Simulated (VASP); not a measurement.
A run of VASP 6.6.1 is set up as follows.

INCAR

```
ALGO = Normal
EDIFF = 1E-6
ENCUT = 520
GGA = RP
ISIF = 2
ISMEAR = -1
LASPH = True
LCHARG = True
LELF = True
LREAL = False
LVHAR = True
LWAVE = False
NBANDS = 11
NELM = 80
PREC = Accurate
SIGMA = 0.05
```

Contents of KPOINTS:

```
k-points
0
Gamma
  10 10 10
```

Contents of POSCAR:

```
BP
1.0
    0.0000000000      2.2872702334      2.2872702334
    2.2872702334      0.0000000000      2.2872702334
    2.2872702334      2.2872702334      0.0000000000
P B
1 1
Direct
    0.7500000000      0.7500000000      0.7500000000
    0.0000000000      0.0000000000      0.0000000000
```

Potentials or basis: VASP PAW PBE potentials, release 64 (P, B).

Launch:

```console
$ cat potpaw_PBE.64/P/POTCAR potpaw_PBE.64/B/POTCAR > POTCAR
$ mpirun -np 1 vasp_std > vasp.out
```

Q: What does it give for the band gap on the k mesh?

A: 1.29 eV, indirect (least direct gap 3.36 eV).

Q: Estimate the pressure.

A: -0.4 GPa.

Caveat: the PAW data sets were made with another functional, which shifts forces and pressure a little. A k mesh can miss the band edges.
